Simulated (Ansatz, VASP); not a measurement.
# ZrB2: VASP beside Ansatz

```
CELL_PARAMETERS angstrom
3.17372 0.00000 0.00000
-1.58686 2.74853 0.00000
0.00000 0.00000 3.53477
ATOMIC_POSITIONS crystal
Zr 0.00000 0.00000 0.00000
B 0.33333 0.66667 0.50000
B 0.66667 0.33333 0.50000
```

Alike in both runs: task single point; functional LDA; k mesh 18 × 18 × 12; occupations gaussian, width 0.15 eV; no spin polarisation.

|  | VASP | Ansatz |
| --- | --- | --- |
| version | VASP 6.6.1 | Ansatz 0.2.0 |
| potentials or method | VASP PAW LDA potentials, release 64 (Zr_sv, B), cutoff 520 eV | scalar-relativistic, plane waves, PAW |
| valence electrons in the cell | 18 | 18 |

|  | VASP | Ansatz | Ansatz less VASP |
| --- | --- | --- | --- |
| gap on the k mesh at the Fermi level (eV) | none | none | - |
| pressure (GPa) | -9.0 | -9.5 | -0.47 |
| traceless stress, the component that is largest in VASP (GPa) | 0.52 | 0.49 | -0.027 |

LDA's correlation is that of Perdew and Zunger in VASP and of Perdew and Wang (1992) in Ansatz. A gap of «none» marks a metal or a gap that the smearing closes.
